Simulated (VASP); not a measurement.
Wanted: the native input for a VASP 6.6.1 run.

```yaml
Task: single point
Functional: PBE
Potentials_or_basis: VASP PAW PBE potentials, release 64 (Re)
Cutoff: 520 eV
k_mesh: 10 × 10 × 10
Occupations: fermi-dirac, width 0.1 eV
Spin: no spin polarisation
Dipole_correction: no
Further_INCAR_settings: ALGO = Normal; EDIFF = 1e-06; NBANDS = 10
```

The structure of Re lies in POSCAR:

```
Re
1.0
    0.0000000000      2.0073828047      2.0073828047
    2.0073828047      0.0000000000      2.0073828047
    2.0073828047      2.0073828047      0.0000000000
Re
1
Direct
    0.0000000000      0.0000000000      0.0000000000
```

One way to write it, as run:

INCAR

```
PREC = Accurate ; ENCUT = 520
EDIFF = 1E-6 ; ISMEAR = -1
SIGMA = 0.1 ; LREAL = False
LASPH = True ; NELM = 100
ALGO = Normal ; ISIF = 2
LWAVE = False ; LCHARG = True
GGA = PE ; LELF = True
LVHAR = True ; NBANDS = 10
```

KPOINTS

```
regular mesh
0
Gamma
  10 10 10
```

Potentials or basis: VASP PAW PBE potentials, release 64 (Re).

Command:

```console
$ cat potpaw_PBE.64/Re/POTCAR > POTCAR
$ mpirun -np 1 vasp_std > vasp.out
```

Results of the run:

```
Pressure : -24.0 GPa
```

Run time: 10 s on 1 thread of Intel(R) Xeon(R) Platinum 8259CL CPU @ 2.50GHz (Skylake/Cascade Lake), with other jobs on the host, peak memory 0.14 GiB.
